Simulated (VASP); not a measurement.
A run of VASP 6.6.1 is set up as follows.

The input INCAR:

```
PREC     = Accurate       # precision mode
ENCUT    = 600            # plane-wave cutoff, eV
EDIFF    = 1E-6           # SCF threshold, eV
ISMEAR   = 0              # smearing method
SIGMA    = 0.1            # smearing width, eV
LREAL    = F              # projectors in reciprocal space
LASPH    = T              # aspherical terms in the spheres
NELM     = 80             # most SCF steps
ALGO     = Normal         # electronic algorithm
ISIF     = 3              # what is computed and relaxed
LWAVE    = F              # write WAVECAR
LCHARG   = F              # write CHGCAR
GGA      = PE             # functional
IBRION   = 2              # ionic algorithm
NSW      = 90             # ionic steps
EDIFFG   = -0.04          # ionic threshold
```

The input KPOINTS:

```
Automatic mesh
0
Gamma
  4 4 4
```

POSCAR

```
Sn4P
1.0
   -3.1639796500      3.1639796500      3.1639796500
    3.1639796500     -3.1639796500      3.1639796500
    3.1639796500      3.1639796500     -3.1639796500
Sn P
4 1
Direct
    0.0000000000      0.0000000000      0.5000000000
    0.5000000000      0.0000000000      0.0000000000
    0.5000000000      0.5000000000      0.5000000000
    0.0000000000      0.5000000000      0.0000000000
    0.0000000000      0.0000000000      0.0000000000
```

Potentials or basis: VASP PAW PBE potentials, release 64 (Sn_d, P).

Launch:

```bash
$ cat potpaw_PBE.64/Sn_d/POTCAR potpaw_PBE.64/P/POTCAR > POTCAR
$ mpirun -np 1 vasp_std > vasp.out
```

Q: What does it give for the band gap on the k mesh?

A: Zero (an odd number of electrons rules out a gap without spin polarisation).

Q: What does it give for the relaxed volume?

A: 29.15 Å³/atom.

Q: What does it give for the relaxed cell?

A: a = 5.742 Å, b = 5.742 Å, c = 5.742 Å, α = 109.47°, β = 109.47°, γ = 109.47°.

Q: What does it give for the space group after relaxing (to 0.1 Å)?

A: Im-3m (No. 229).

Final structure:
```
CELL_PARAMETERS angstrom
-3.31535 3.31535 3.31535
3.31535 -3.31535 3.31535
3.31535 3.31535 -3.31535
ATOMIC_POSITIONS crystal
Sn 0.00000 0.00000 0.50000
Sn 0.50000 0.00000 0.00000
Sn 0.50000 0.50000 0.50000
Sn 0.00000 0.50000 0.00000
P 0.00000 0.00000 0.00000
```

Caveat: the volume moved by over 15 % at a fixed basis, so the end points are rough; spin-orbit coupling is left out, which moves the levels of the heavy elements.
